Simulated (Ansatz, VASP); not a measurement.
Si2Mo: VASP beside Ansatz

The input INCAR:

```
SYSTEM = Si2Mo
PREC = Accurate ; ENCUT = 520
EDIFF = 1E-6 ; ISMEAR = -1
SIGMA = 0.05 ; LREAL = .FALSE.
LASPH = .TRUE. ; NELM = 150
ALGO = Normal ; ISIF = 2
LWAVE = .FALSE. ; LCHARG = .TRUE.
MAGMOM = 0 0 0 0 0 0 0 0 0 ; LORBIT = 11
LSORBIT = .TRUE. ; GGA_COMPAT = .FALSE.
LORBMOM = .TRUE. ; LMAXMIX = 4
LVHAR = .TRUE. ; NBANDS = 35
```

The input KPOINTS:

```
Automatic mesh
0
G
  9 9 9
  0 0 0
```

Contents of POSCAR:

```
Si2Mo
1.0
   -1.6000000000      1.6000000000      3.9305000000
    1.6000000000     -1.6000000000      3.9305000000
    1.6000000000      1.6000000000     -3.9305000000
Mo Si
1 2
Direct
    0.0000000000      0.0000000000      0.0000000000
    0.6670000000      0.6670000000      0.0000000000
    0.3330000000      0.3330000000      0.0000000000
```

Contents of input.yaml:

```yaml
crystal:
  lattice:
    - [-1.6, 1.6, 3.9305]
    - [1.6, -1.6, 3.9305]
    - [1.6, 1.6, -3.9305]
  atoms:
    - { symbol: Mo, position: [0.0, 0.0, 0.0] }
    - { symbol: Si, position: [0.667, 0.667, 0.0] }
    - { symbol: Si, position: [0.333, 0.333, 0.0] }
kpoints:
  mp_grid: { grid: [9, 9, 9] }
  band_path:
    path:
      - [0.0, 0.0, 0.0]
      - [0.0, 0.0, 0.5]
      - [-0.0828541695, 0.0828541695, 0.5]
      - [-0.2914270847, 0.2914270847, 0.2914270847]
      - [0.0, 0.0, 0.0]
      - [0.5, 0.5, -0.5]
      - [0.2914270847, 0.7085729153, -0.2914270847]
      - [0.0, 0.5, 0.0]
    npoints: 12
scf:
  occupations: { method: fermi_dirac, width: 0.05 }
hamiltonian:
  xc: lda
  pseudopotentials: { kind: all_electron, lapw: { basis_error: 0.002 } }
magnetization:
  noncollinear: true
  spin_orbit: true
output:
  forces: true
  stress: true
  eigenvalues: true
```

Alike in both runs: functional LDA; k mesh 9 × 9 × 9; occupations fermi-dirac, width 0.05 eV; non-collinear spin, spin-orbit coupling.

|  | VASP | Ansatz |
| --- | --- | --- |
| version | VASP 6.6.1 | Ansatz 0.2.0 |
| potentials or method | VASP PAW LDA potentials, release 64 (Mo_sv, Si), cutoff 520 eV | all-electron LAPW, relativistic spinors |
| task | single point | band structure |

|  | VASP | Ansatz | Ansatz less VASP |
| --- | --- | --- | --- |
| pressure (GPa) | -5.5 | -6.0 | -0.52 |
| traceless stress, the component that is largest in VASP (GPa) | -1.43 | -1.47 | -0.042 |
| rms of the force components (eV/Å) | 0.185 | 0.189 | +0.0043 |
| net moment per atom (μB) | 0.00 | 0.00 | 0.000 |

LDA's correlation is that of Perdew and Zunger in VASP and of Perdew and Wang (1992) in Ansatz. Atom by atom the forces differ by 0.004 eV/Å (rms over components). Ansatz ran all-electron here, and VASP with PAW potentials.

Noted on Ansatz's run: the k mesh is thin for a metal, which can move the energy by tens of meV per atom.
